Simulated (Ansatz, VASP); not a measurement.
One calculation of Ge, two programs

```
Ge
1.0
     3.06556   -3.83520    0.00000
     3.06556    3.83520    0.00000
     0.00000    0.00000    3.29164
Ge
4
Cartesian
  1.5343 0.0000 0.0000
  4.5969 0.0000 0.0000
  3.0656 -1.9264 1.6458
  3.0656 1.9264 1.6458
```

Alike in both runs: functional PBE; k mesh 4 × 4 × 6; occupations gaussian, width 0.1 eV; no spin polarisation.

Ansatz relaxed the structure, and its values are those at the end. VASP's run is a single point on that final structure, the one shown.

|  | VASP | Ansatz |
| --- | --- | --- |
| version | VASP 6.6.1 | Ansatz 0.2.0 |
| potentials or method | VASP PAW PBE potentials, release 64 (Ge_d), cutoff 520 eV | scalar-relativistic, plane waves, PAW |
| valence electrons in the cell | 56 | 56 |

Ansatz gave:

```
gap on the k mesh at the Fermi level (eV) : none
pressure (GPa)                            : 0.0
rms of the force components (eV/Å)        : 0.007
```

Question: Which values does VASP return?

Answer: gap on the k mesh at the Fermi level (eV): none; pressure (GPa): -0.1; rms of the force components (eV/Å): 0.007.

A gap of «none» marks a metal or a gap that the smearing closes.
